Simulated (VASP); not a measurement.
Set up this calculation in VASP 6.6.1, as the native input.

```yaml
Task: single point
Functional: PBE
Potentials_or_basis: VASP PAW PBE potentials, release 64 (Mg, Cd, Te)
Cutoff: 520 eV
k_mesh: 4 × 4 × 2
Occupations: gaussian, width 0.2 eV
Spin: no spin polarisation
Dipole_correction: no
Further_INCAR_settings: ALGO = Fast; EDIFF = 1e-07; NBANDS = 34
```

The structure of Mg3Cd2Te3 lies in POSCAR:

```
Mg3Cd2Te3
1.0
    4.9174259275      0.0000000000      0.0000000000
    0.0000000000      4.2533076047      0.0000000000
    0.0000000000      0.0000000000      9.9353331598
Mg Cd Te
3 2 3
Direct
    0.0000000000      0.5000000000      0.0000000000
    0.5000000000      0.0000000000      0.5000000000
    0.5000000000      0.0000000000      0.0000000000
    0.0000000000      0.0000000000      0.2421638281
    0.0000000000      0.0000000000      0.7578361719
    0.5000000000      0.5000000000      0.1975670536
    0.5000000000      0.5000000000      0.8024329464
    0.0000000000      0.5000000000      0.5000000000
```

The cell was built from a structure type or drawn by symmetry, and may not be a known phase.

The input as run:

INCAR

```
SYSTEM = Mg3Cd2Te3
ALGO = Fast ; EDIFF = 1E-7
ENCUT = 520 ; GGA = PE
ISIF = 2 ; ISMEAR = 0
LASPH = .TRUE. ; LCHARG = .FALSE.
LREAL = .FALSE. ; LWAVE = .FALSE.
NBANDS = 34 ; NELM = 60
PREC = Accurate ; SIGMA = 0.2
```

KPOINTS

```
k-points
0
G
  4 4 2
  0 0 0
```

Potentials or basis: VASP PAW PBE potentials, release 64 (Mg, Cd, Te).

Launch:

```console
$ cat potpaw_PBE.64/Mg/POTCAR potpaw_PBE.64/Cd/POTCAR potpaw_PBE.64/Te/POTCAR > POTCAR
$ mpirun -np 1 vasp_std > vasp.out
```

It gave:

The pressure is 0.2 GPa. The largest force is 0.030 eV/Å and the band gap on the k mesh is zero (bands 24 and 25 overlap by 1.80 eV).

Caveat: the k points lie up to 0.37 Å⁻¹ apart, too coarse for converged energies and pressures of a metal; spin-orbit coupling is left out, which moves the levels of the heavy elements.

Wall time 3.8 min on 1 thread of Intel Xeon 8259CL, on a shared host, peak memory 0.38 GiB.
